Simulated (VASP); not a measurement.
Input of a VASP 6.6.1 run:

File INCAR:

```
SYSTEM = GaSbTe2S
PREC = Accurate
ENCUT = 520
EDIFF = 1E-6
ISMEAR = 0
SIGMA = 0.1
LREAL = .False.
LASPH = .True.
NELM = 60
ALGO = Normal
ISIF = 2
LWAVE = .False.
LCHARG = .False.
GGA = PE
NBANDS = 26
```

Contents of KPOINTS:

```
Automatic mesh
0
Gamma
  6 4 4
  0 0 0
```

The input POSCAR:

```
GaSbTe2S
1.0
    4.1681532576      0.0000000000      0.0000000000
    0.0000000000     11.4461898789      0.0000000000
    0.0000000000      0.0000000000      3.4177823986
Ga Sb Te S
1 1 2 1
Direct
    0.5000000000      0.0000000000      0.0000000000
    0.5000000000      0.5000000000      0.0000000000
    0.5000000000      0.2297201693      0.0000000000
    0.5000000000      0.7702798307      0.0000000000
    0.0000000000      0.5000000000      0.5000000000
```

Potentials or basis: VASP PAW PBE potentials, release 64 (Ga_d, Sb, Te, S).

Run with:

```sh
$ cat potpaw_PBE.64/Ga_d/POTCAR potpaw_PBE.64/Sb/POTCAR potpaw_PBE.64/Te/POTCAR potpaw_PBE.64/S/POTCAR > POTCAR
$ mpirun -np 1 vasp_std > vasp.out
```

What does it give for the pressure?

0.0 GPa.

Estimate the largest force.

0.016 eV/Å.

Forces in eV/Å, atoms in the order of the input:
```
Ga   0.000  0.000  0.000
Sb   0.000  0.000  0.000
Te   0.000  0.016  0.000
Te   0.000 -0.016  0.000
S    0.000  0.000  0.000
```

Caveat: the k points lie up to 0.46 Å⁻¹ apart, too coarse for converged energies and pressures of a metal.
